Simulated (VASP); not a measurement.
# Se (P3_121) in VASP: a series of runs

The runs below take Se through single point, with PBE.

All numbers are computed with VASP 6.6.1; they aren't measurements. Logs are shortened: lines on timing, memory, paths and dates and some standing lists are left out, and cuts for length are marked.

## Step 1: The cell of the first run

Symmetry: P3_121, No. 152, trigonal system. The conventional cell has a = 4.505 Å, b = 4.505 Å, c = 4.979 Å, α = 90.00°, β = 90.00°, γ = 120.00°. Within 3.1 Å of Se (site symmetry 2) lie 2 Se at 2.38 Å.

## Step 2: Single point, PBE

INCAR reads:

```
SYSTEM = Se
ALGO     = Normal         ! electronic algorithm
EDIFF    = 1E-6           ! SCF threshold, eV
ENCUT    = 520            ! plane-wave cutoff, eV
GGA      = PE             ! functional
ISIF     = 2              ! what is computed and relaxed
ISMEAR   = 0              ! smearing method
LASPH    = .True.         ! aspherical terms in the spheres
LCHARG   = .True.         ! write CHGCAR
LELF     = .True.         ! ELF
LREAL    = .False.        ! projectors in reciprocal space
LVHAR    = .True.       
LWAVE    = .False.        ! write WAVECAR
NBANDS   = 16             ! bands
NELM     = 60             ! most SCF steps
PREC     = Accurate       ! precision mode
SIGMA    = 0.01           ! smearing width, eV
```

KPOINTS reads:

```
k-points
0
Gamma
  6 6 5
  0 0 0
```

POSCAR reads:

```
Se
1.0
    4.5048210000      0.0000000000      0.0000000000
   -2.2524100000      3.9012890000      0.0000000000
    0.0000000000      0.0000000000      4.9787960000
Se
3
Direct
    0.2178930000      0.0000000000      0.3333330000
    0.0000000000      0.2178930000      0.6666670000
    0.7821070000      0.7821070000      0.0000000000
```

Potentials or basis: VASP PAW PBE potentials, release 64 (Se).

The run is started by

```bash
> cat potpaw_PBE.64/Se/POTCAR > POTCAR
> mpirun -np 1 vasp_std > vasp.out
```

OUTCAR:

```text
SYSTEM = Se
   EDIFF = 1E-6
   ENCUT = 520
   GGA = PE
   ISIF = 2
   ISMEAR = 0
   LASPH = .True.
   LREAL = .False.
   NELM = 60
   PREC = Accurate

 ion  position               nearest neighbor table
   1  0.218  0.000  0.333-   3 2.38   2 2.38
   2  0.000  0.218  0.667-   3 2.38   1 2.38
   3  0.782  0.782  0.000-   2 2.38   1 2.38

  LATTYP: Found a hexagonal cell.
 ALAT       =     4.5048210000
 C/A-ratio  =     1.1052150574

  Lattice vectors:

 A1 = (   4.5048210000,   0.0000000000,   0.0000000000)
 A2 = (  -2.2524100000,   3.9012890000,   0.0000000000)
 A3 = (   0.0000000000,   0.0000000000,   4.9787960000)

Analysis of symmetry for initial positions (statically):
=====================================================================
 Subroutine PRICEL returns:
 Original cell was already a primitive cell.

 Routine SETGRP: Setting up the symmetry group for a
 hexagonal supercell.

 Subroutine GETGRP returns: Found  6 space group operations
 (whereof  2 operations were pure point group operations)
 out of a pool of 24 trial point group operations.

The static configuration has the point symmetry C_2 .
 The point group associated with its full space group is D_3 .

Analysis of symmetry for dynamics (positions and initial velocities):
=====================================================================
 Subroutine PRICEL returns:
 Original cell was already a primitive cell.

 Routine SETGRP: Setting up the symmetry group for a
 hexagonal supercell.

 Subroutine GETGRP returns: Found  6 space group operations
 (whereof  2 operations were pure point group operations)
 out of a pool of 24 trial point group operations.

The dynamic configuration has the point symmetry C_2 .
 The point group associated with its full space group is D_3 .

 Subroutine INISYM returns: Found  6 space group operations
 (whereof  2 operations are pure point group operations),
 and found     1 'primitive' translations

----------------------------------------------------------------------------------------

                                     Primitive cell

  volume of cell :      87.5004

  direct lattice vectors                    reciprocal lattice vectors
     4.504821000  0.000000000  0.000000000     0.221984403  0.128162740  0.000000000
    -2.252410000  3.901289000  0.000000000     0.000000000  0.256325538  0.000000000
     0.000000000  0.000000000  4.978796000     0.000000000  0.000000000  0.200851772

  length of vectors
     4.504821000  4.504820382  4.978796000     0.256325502  0.256325538  0.200851772

  position of ions in fractional coordinates (direct lattice)
     0.217893000  0.000000000  0.333333000
     0.000000000  0.217893000  0.666667000
     0.782107000  0.782107000  0.000000000

  ion indices of the primitive-cell ions
   primitive index   ion index
                 1           1
                 2           2
                 3           3

----------------------------------------------------------------------------------------

 KPOINTS: k-points

Automatic generation of k-mesh.
 Grid dimensions read from file:
 generate k-points for:    6    6    5

 Generating k-lattice:

  Cartesian coordinates                     Fractional coordinates (reciprocal lattice)
     0.036997400  0.021360457  0.000000000     0.166666667  0.000000000  0.000000000
     0.000000000  0.042720923  0.000000000     0.000000000  0.166666667  0.000000000
     0.000000000  0.000000000  0.040170354     0.000000000  0.000000000  0.200000000

  Length of vectors
     0.042720917  0.042720923  0.040170354

  Shift w.r.t. Gamma in fractional coordinates (k-lattice)
     0.000000000  0.000000000  0.000000000

 Subroutine IBZKPT returns following result:
 ===========================================

 Found     27 irreducible k-points:

 Following reciprocal coordinates:
            Coordinates               Weight
  0.000000  0.000000  0.000000      1.000000
  0.166667 -0.000000  0.000000      6.000000
  0.333333  0.000000  0.000000      6.000000
  0.500000 -0.000000  0.000000      3.000000
  0.166667  0.166667  0.000000      6.000000
  0.333333  0.166667  0.000000     12.000000
[... 16 lines left out ...]
  0.500000 -0.000000  0.400000      6.000000
  0.166667  0.166667  0.400000     12.000000
 [... further k-points ...]
   k-points           NKPTS =     27   k-points in BZ     NKDIM =     27   number of bands    NBANDS=     16
   number of dos      NEDOS =    301   number of ions     NIONS =      3
   total plane-waves  NPLWV =  51840
   dimension x,y,z NGX =    36 NGY =   36 NGZ =   40
   dimension x,y,z NGXF=    72 NGYF=   72 NGZF=   80
   ions per type =               3
   NGX,Y,Z   is equivalent  to a cutoff of  13.29, 13.29, 13.36 a.u.
   NGXF,Y,Z  is equivalent  to a cutoff of  26.57, 26.57, 26.71 a.u.
 SYSTEM =  Se
   PREC   = accura    normal or accurate (medium, high low for compatibility)
   ISTART =      0    job   : 0-new  1-cont  2-samecut
   ICHARG =      2    charge: 1-file 2-atom 10-const
   ISPIN  =      1    spin polarized calculation?
   LNONCOLLINEAR =      F non collinear calculations
   LSORBIT =      F    spin-orbit coupling
   LASPH  =      T    aspherical Exc in radial PAW
   ENCUT  =  520.0 eV  38.22 Ry    6.18 a.u.   8.38  8.38  9.26*2*pi/ulx,y,z
   NELM   =     60;   NELMIN=  2; NELMDL= -5     # of ELM steps
   EDIFF  = 0.1E-05   stopping-criterion for ELM
   LREAL  =      F    real-space projection
   EDIFFG = 0.1E-04   stopping-criterion for IOM
   NSW    =      0    number of steps for IOM
   IBRION =     -1    ionic relax: 0-MD 1-quasi-New 2-CG
   NFREE  =      0    steps in history (QN), initial steepest desc. (CG)
   ISIF   =      2    stress and relaxation
   ISYM   =      2    0-nonsym 1-usesym 2-fastsym
   POTIM  = 0.5000    time-step for ionic-motion
   TEBEG  =    0.0;   TEEND  =   0.0 temperature during run
   PSTRESS=    0.0 pullay stress
   NELECT =      18.0000    total number of electrons
   NUPDOWN=      -1.0000    fix difference up-down
   EMIN   =  10.00;   EMAX   =-10.00  energy-range for DOS
   EFERMI =   0.00;   METHOD = LEGACY
   ISMEAR =     0;   SIGMA  =   0.01  broadening in eV -4-tet -1-fermi 0-gaus
   EFERMI_NEDOS =   21; number of points for ismear=-14 and -15
   IALGO  =     38    algorithm
   IMIX   =      4    mixing-type and parameters
     AMIX     =   0.40;   BMIX     =  1.00
     AMIX_MAG =   1.60;   BMIX_MAG =  1.00
  volume/ion in A,a.u.               =      29.17       196.83
  Fermi-wavevector in a.u.,A,eV,Ry     =   0.966412  1.826254 12.707192  0.933952
  Thomas-Fermi vector in A             =   2.096211
   LORBIT       =      0    0 simple, 1 ext, 2 COOP (PROOUT), +10 PAW based schemes
   GGA     = PE    functional components
   LHFCALC =     F    Hartree Fock is set to
   AEXX    =    0.0000 exact exchange contribution
   IVDW    =     0    specifies the selected vdW correction
   LEPSILON=     F    determine dielectric tensor
   LRPA    =     F    only Hartree local field effects (RPA)
 non-spin polarized calculation
 Gauss-broadening in eV      SIGMA  =   0.01
  energy-cutoff  :      520.00
  volume of cell :       87.50
 maximum number of plane-waves:      2389
 NGX is ok and might be reduce to    36
   NGX = 17   NGY = 17   NGZ = 19

 number of electron      18.0000000 magnetization

 Free energy of the ion-electron system (eV)
  ---------------------------------------------------
  ext. energy  EPLUGINS =         0.00000000
  ---------------------------------------------------
  free energy    TOTEN  =       -10.49768524 eV

  energy without entropy =      -10.49768524  energy(sigma->0) =      -10.49768524

 E-fermi :   1.9731     XC(G=0):  -8.5073

 val. band max:        1.9274013213   @ k =  -0.1667   0.5000   0.4000
 cond. band min:       3.4165181836   @ k =   0.0000   0.0000   0.4000
 fundamental gap:      1.4891168623
 Fermi energy:         1.9731295414

 k-point     1 :       0.0000    0.0000    0.0000
  band No.  band energies     occupation
      1     -13.5510      2.00000
      2      -9.5692      2.00000
      3      -9.5692      2.00000
      4      -1.7844      2.00000
      5      -1.7844      2.00000
      6      -1.5124      2.00000
[... 8 lines left out ...]
     15       8.6450      0.00000
     16      10.4560      0.00000

 k-point     2 :       0.1667   -0.0000    0.0000
  band No.  band energies     occupation
      1     -13.4699      2.00000
      2      -9.6519      2.00000
      3      -9.5650      2.00000
      4      -2.2850      2.00000
      5      -2.0182      2.00000
      6      -1.3623      2.00000
[... 8 lines left out ...]
     15       9.2972      0.00000
     16      10.4678      0.00000

 k-point     3 :       0.3333    0.0000    0.0000
  band No.  band energies     occupation
      1     -13.2910      2.00000
      2      -9.8475      2.00000
      3      -9.5560      2.00000
      4      -2.7289      2.00000
      5      -2.3329      2.00000
      6      -1.3044      2.00000
[... 8 lines left out ...]
     15      10.4969      0.00000
     16      11.3745      0.00000

 k-point     4 :       0.5000   -0.0000    0.0000
  band No.  band energies     occupation
      1     -13.1909      2.00000
      2      -9.9625      2.00000
      3      -9.5513      2.00000
      4      -2.8420      2.00000
      5      -2.4650      2.00000
      6      -1.1488      2.00000
[... 8 lines left out ...]
     15      11.4150      0.00000
     16      11.5190      0.00000
[... 324 lines left out ...]
 k-point    22 :       0.0000    0.3333    0.4000
  band No.  band energies     occupation
      1     -12.5975      2.00000
      2     -11.7930      2.00000
      3      -8.1511      2.00000
      4      -3.2965      2.00000
      5      -2.2820      2.00000
      6      -1.6654      2.00000
[... 8 lines left out ...]
     15       9.8280      0.00000
     16      10.7992      0.00000

 k-point    23 :       0.5000   -0.0000    0.4000
  band No.  band energies     occupation
      1     -12.5176      2.00000
      2     -11.7283      2.00000
      3      -8.3568      2.00000
      4      -3.4755      2.00000
      5      -2.4175      2.00000
      6      -1.8215      2.00000
[... 8 lines left out ...]
     15      10.7726      0.00000
     16      11.0280      0.00000

 k-point    24 :       0.1667    0.1667    0.4000
  band No.  band energies     occupation
      1     -12.6392      2.00000
      2     -11.8174      2.00000
      3      -8.0611      2.00000
      4      -3.1274      2.00000
      5      -2.2181      2.00000
      6      -1.6495      2.00000
[... 8 lines left out ...]
     15       9.9163      0.00000
     16      10.3777      0.00000

 [... further k-points ...]
[... 5 lines left out ...]
  --------------------------------------------------------------------------------------
  -------------------------------------------------------------------------------------
  Total        0.6600365      0.6600363      1.2472404      0.0000001     -0.0000000     -0.0000000
  in kB       12.0856088     12.0856062     22.8376162      0.0000015     -0.0000000     -0.0000000
  external PRESSURE =      15.6696104 kB  Pullay stress =       0.0000000 kB

 VOLUME and BASIS-vectors are now :
 -----------------------------------------------------------------------------
  energy-cutoff  :      520.00
  volume of cell :       87.50
      direct lattice vectors                 reciprocal lattice vectors
     4.504821000  0.000000000  0.000000000     0.221984403  0.128162740  0.000000000
    -2.252410000  3.901289000  0.000000000     0.000000000  0.256325538  0.000000000
     0.000000000  0.000000000  4.978796000     0.000000000  0.000000000  0.200851772

 POSITION                                       TOTAL-FORCE (eV/Angst)
 -----------------------------------------------------------------------------------
      0.98157      0.00000      1.65960         0.318948      0.000000      0.000000
     -0.49078      0.85006      3.31920        -0.159474      0.276217     -0.000000
      1.76163      3.05123      0.00000        -0.159474     -0.276217     -0.000000
 -----------------------------------------------------------------------------------
    total drift:                                0.000291     -0.000394      0.000006

  FREE ENERGIE OF THE ION-ELECTRON SYSTEM (eV)
  ---------------------------------------------------
  free  energy   TOTEN  =       -10.4976852359 eV

  energy  without entropy=      -10.4976852359  energy(sigma->0) =      -10.49768524
```

Run time: 15 s. Hardware: 1 thread of Intel Xeon 6975P-C (Granite Rapids), shared host; peak memory 0.21 GiB.

What came out:

| Property | Result |
| --- | --- |
| Free energy | -10.4977 eV |
| Pressure | 1.6 GPa |
| Largest force | 0.319 eV/Å |
| Band gap on the k mesh | 1.49 eV, indirect (least direct gap 1.55 eV) |

Forces on the atoms (eV/Å):
```
Se   0.319  0.000  0.000
Se  -0.159  0.276  0.000
Se  -0.159 -0.276  0.000
```

Levels at points of the mesh, in eV from the valence-band top:
```
           k point  band 6  band 7  band 8  band 9  band 10  band 11  band 12  band 13
(0.00, 0.00, 0.00)   -3.44   -1.85   -1.85   -0.23     2.12     2.12     2.43     6.02
(0.50, 0.00, 0.00)   -3.08   -2.54   -1.66   -0.79     2.17     2.61     4.07     5.74
```

A k mesh can miss the band edges.

## Step 3: Single point, PBE

INCAR reads:

```
PREC = Accurate ; ENCUT = 520
EDIFF = 1E-6 ; ISMEAR = 0
SIGMA = 0.01 ; LREAL = F
LASPH = T ; NELM = 100
ALGO = Normal ; ISIF = 2
LWAVE = F ; LCHARG = T
GGA = PE ; LELF = T
LVHAR = T ; NBANDS = 16
```

KPOINTS reads:

```
Automatic mesh
0
Gamma
  6 6 5
```

POSCAR is that of step 2.

Potentials or basis: VASP PAW PBE potentials, release 64 (Se).

The run is started by

```bash
> cat potpaw_PBE.64/Se/POTCAR > POTCAR
> mpirun -np 1 vasp_std > vasp.out
```

Run time: 16 s. Hardware: 1 thread of Intel Xeon 6975P-C (Granite Rapids), shared host; peak memory 0.21 GiB.

The run converged. Its results:

- Free energy: -10.4977 eV
- Pressure: 1.6 GPa
- Largest force: 0.319 eV/Å
- Band gap on the k mesh: 1.49 eV, indirect (least direct gap 1.55 eV)

Forces in eV/Å, atoms in the order of the input:
```
Se   0.319  0.000  0.000
Se  -0.159  0.276  0.000
Se  -0.159 -0.276  0.000
```

Stress tensor (GPa, compression positive):
```
1.21 0.00 0.00
0.00 1.21 0.00
0.00 0.00 2.28
```

Levels at points of the mesh, in eV from the valence-band top:
| k point | band 6 | band 7 | band 8 | band 9 | band 10 | band 11 | band 12 | band 13 |
| --- | --- | --- | --- | --- | --- | --- | --- | --- |
| (0.00, 0.00, 0.00) | -3.44 | -1.85 | -1.85 | -0.23 | 2.12 | 2.12 | 2.43 | 6.02 |
| (0.50, 0.00, 0.00) | -3.08 | -2.54 | -1.66 | -0.79 | 2.17 | 2.61 | 4.07 | 5.74 |
